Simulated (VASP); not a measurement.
Write the native input for VASP 6.6.1 that does the following.

```
Task                   : single point
Functional             : PBE
Potentials or basis    : VASP PAW PBE potentials, release 64 (Tc_pv)
Cutoff                 : 520 eV
k mesh                 : 18 × 18 × 10
Occupations            : gaussian, width 0.1 eV
Spin                   : no spin polarisation
Dipole correction      : no
Further INCAR settings : ALGO = Fast; EDIFF = 1e-06; NBANDS = 20
```

The structure of Tc lies in POSCAR:

```
Tc
1.0
    2.7519370168      0.0000000000      0.0000000000
   -1.3759685084      2.3832473662      0.0000000000
    0.0000000000      0.0000000000      4.4016526844
Tc
2
Direct
    0.3333333333      0.6666666667      0.2500000000
    0.6666666667      0.3333333333      0.7500000000
```

One way to write it, as run:

INCAR

```
  PREC = Accurate
  ENCUT = 520
  EDIFF = 1E-6
  ISMEAR = 0
  SIGMA = 0.1
  LREAL = F
  LASPH = T
  NELM = 80
  ALGO = Fast
  ISIF = 2
  LWAVE = F
  LCHARG = T
  GGA = PE
  LELF = T
  LVHAR = T
  NBANDS = 20
```

KPOINTS

```
regular mesh
0
Gamma
  18 18 10
```

Potentials or basis: VASP PAW PBE potentials, release 64 (Tc_pv).

Command:

```console
$ cat potpaw_PBE.64/Tc_pv/POTCAR > POTCAR
$ mpirun -np 1 vasp_std > vasp.out
```

It gave:

```
Pressure               : -0.6 GPa
Band gap on the k mesh : zero (bands 13 and 14 overlap by 3.36 eV)
```

Run time: 42 s on 1 thread of Intel(R) Xeon(R) 6975P-C (Granite Rapids) (shared host), peak memory 0.21 GiB.
